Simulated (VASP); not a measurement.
# GeSe (base) (Pnma) in VASP: a series of runs, part 2 of 2

VASP 6.6.1. The steps go on from the part before.

## Step 3: Single point, PBE+D3(BJ)

INCAR reads:

```
SYSTEM = GeSe
ALGO = Normal
EDIFF = 1E-6
ENCUT = 500
GGA = PE
GGA_COMPAT = .FALSE.
ISIF = 2
ISMEAR = 0
IVDW = 12
LASPH = .TRUE.
LCHARG = .TRUE.
LELF = .TRUE.
LREAL = .FALSE.
LVHAR = .TRUE.
LWAVE = .FALSE.
NBANDS = 50
NELM = 120
PREC = Accurate
SIGMA = 0.02
```

KPOINTS reads:

```
k-points
0
G
  4 8 6
  0 0 0
```

POSCAR reads:

```
GeSe
1.0
   10.9604646010      0.0000000000      0.0000000000
    0.0000000000      3.8775535927      0.0000000000
    0.0000000000      0.0000000000      4.4276642747
Ge Se
4 4
Direct
    0.1232607128      0.7500000000      0.8859480466
    0.6232607128      0.7500000000      0.6140519534
    0.3767392872      0.2500000000      0.3859480466
    0.8767392872      0.2500000000      0.1140519534
    0.8546937698      0.7500000000      0.5021677080
    0.3546937698      0.7500000000     -0.0021677080
    0.6453062302      0.2500000000      1.0021677080
    0.1453062302      0.2500000000      0.4978322920
```

Potentials or basis: VASP PAW PBE potentials, release 64 (Ge_d, Se).

Launch:

```sh
> cat potpaw_PBE.64/Ge_d/POTCAR potpaw_PBE.64/Se/POTCAR > POTCAR
> mpirun -np 1 vasp_std > vasp.out
```

OUTCAR:

```text
SYSTEM = GeSe
   EDIFF = 1E-6
   ENCUT = 500
   GGA = PE
   ISIF = 2
   ISMEAR = 0
   IVDW = 12
   LASPH = .TRUE.
   LREAL = .FALSE.
   NELM = 120
   PREC = Accurate
 IVDW          = 12

 ion  position               nearest neighbor table
   1  0.123  0.750  0.886-   6 2.58   8 2.60   8 2.60
   2  0.623  0.750  0.614-   5 2.58   7 2.60   7 2.60
   3  0.377  0.250  0.386-   8 2.58   6 2.60   6 2.60
   4  0.877  0.250  0.114-   7 2.58   5 2.60   5 2.60
   5  0.855  0.750  0.502-   2 2.58   4 2.60   4 2.60
   6  0.355  0.750  0.998-   1 2.58   3 2.60   3 2.60
   7  0.645  0.250  0.002-   4 2.58   2 2.60   2 2.60
   8  0.145  0.250  0.498-   3 2.58   1 2.60   1 2.60

  LATTYP: Found a simple orthorhombic cell.
 ALAT       =     3.8775535927
 B/A-ratio  =     1.1418705555
 C/A-ratio  =     2.8266442588

  Lattice vectors:

 A1 = (   0.0000000000,   3.8775535927,   0.0000000000)
 A2 = (   0.0000000000,   0.0000000000,   4.4276642747)
 A3 = (  10.9604646010,   0.0000000000,   0.0000000000)

Analysis of symmetry for initial positions (statically):
[... 196 lines left out ...]
  band No.  band energies     occupation
      1     -20.4384      2.00000
      2     -20.4365      2.00000
      3     -20.4355      2.00000
      4     -20.4343      2.00000
      5     -20.4341      2.00000
      6     -20.4340      2.00000
[... 1261 lines left out ...]
     49       8.4723      0.00000
     50       8.4723      0.00000

 [... further k-points ...]

------------------------ aborting loop because EDIFF is reached ----------------------------------------

 Edisp (eV)   -2.86368

 E8    (eV) :    -1.2308

  FORCE on cell =-STRESS in cart. coord.  units (eV):
  Direction    XX          YY          ZZ          XY          YZ          ZX
  --------------------------------------------------------------------------------------
  -------------------------------------------------------------------------------------
  Total       0.03133     0.01490     0.01320     0.00000     0.00000     0.00000
  in kB       0.26675     0.12687     0.11238     0.00000     0.00000     0.00000
  external pressure =        0.17 kB  Pullay stress =        0.00 kB

 VOLUME and BASIS-vectors are now :
 -----------------------------------------------------------------------------
  energy-cutoff  :      500.00
  volume of cell :      188.17
      direct lattice vectors                 reciprocal lattice vectors
    10.960464601  0.000000000  0.000000000     0.091237008  0.000000000  0.000000000
     0.000000000  3.877553593  0.000000000     0.000000000  0.257894566  0.000000000
     0.000000000  0.000000000  4.427664275     0.000000000  0.000000000  0.225852716

 POSITION                                       TOTAL-FORCE (eV/Angst)
 -----------------------------------------------------------------------------------
      1.35099      2.90817      3.92268        -0.013691      0.000000      0.015418
      6.83123      2.90817      2.71882        -0.013691      0.000000     -0.015418
      4.12924      0.96939      1.70885         0.013691      0.000000      0.015418
      9.60947      0.96939      0.50498         0.013691     -0.000000     -0.015418
      9.36784      2.90817      2.22343         0.008306      0.000000      0.012356
      3.88761      2.90817      4.41807         0.008306     -0.000000     -0.012356
      7.07286      0.96939      0.00960        -0.008306      0.000000      0.012356
      1.59262      0.96939      2.20423        -0.008306     -0.000000     -0.012356
 -----------------------------------------------------------------------------------
    total drift:                                0.000000      0.000000      0.000000

  FREE ENERGIE OF THE ION-ELECTRON SYSTEM (eV)
  ---------------------------------------------------
  free  energy   TOTEN  =       -36.7180280288 eV

  energy  without entropy=      -36.7180280288  energy(sigma->0) =      -36.71802803
```

stdout:

```text
POSCAR found type information on POSCAR GeSe
 POSCAR found :  2 types and       8 ions
 scaLAPACK will be used
 LDA part: xc-table for (Slater+PW92), standard interpolation
 POSCAR, INCAR and KPOINTS ok, starting setup
 FFT: planning ... GRIDC
 FFT: planning ... GRID_SOFT
 FFT: planning ... GRID
 WAVECAR not read
 entering main loop
```

Run time: 3.8 min. Hardware: 1 thread of Intel Xeon 6975P-C (Granite Rapids), shared host; peak memory 0.53 GiB.

Results:

```yaml
Free_energy: -36.7180 eV
Pressure: 0.0 GPa
Largest_force: 0.021 eV/Å
Band_gap_on_the_k_mesh: 0.72 eV, indirect (least direct gap 0.93 eV)
Dispersion_energy_per_atom: -0.358 eV
```

Forces on the atoms (eV/Å):
```
Ge  -0.014  0.000  0.015
Ge  -0.014  0.000 -0.015
Ge   0.014  0.000  0.015
Ge   0.014  0.000 -0.015
Se   0.008  0.000  0.012
Se   0.008  0.000 -0.012
Se  -0.008  0.000  0.012
Se  -0.008  0.000 -0.012
```

Levels at points of the mesh, in eV from the valence-band top:
```csv
k point,band 38,band 39,band 40,band 41,band 42,band 43
"(0.00, 0.00, 0.00)",-1.08,-0.84,-0.21,0.72,2.64,2.67
"(0.50, 0.00, 0.00)",-1.69,-0.45,-0.45,2.35,2.35,2.41
"(0.00, 0.50, 0.00)",-1.39,-1.17,-1.17,1.10,1.10,1.21
"(0.50, 0.50, 0.00)",-1.51,-1.51,-1.51,1.48,1.48,1.48
"(0.00, 0.00, 0.50)",-0.96,-0.39,-0.39,1.22,1.22,1.93
"(0.50, 0.00, 0.50)",-0.58,-0.53,-0.53,1.27,1.27,1.93
"(0.00, 0.50, 0.50)",-2.18,-1.49,-1.49,2.83,2.83,3.25
"(0.50, 0.50, 0.50)",-1.48,-1.48,-1.48,2.57,2.57,2.57
```

A k mesh can miss the band edges.
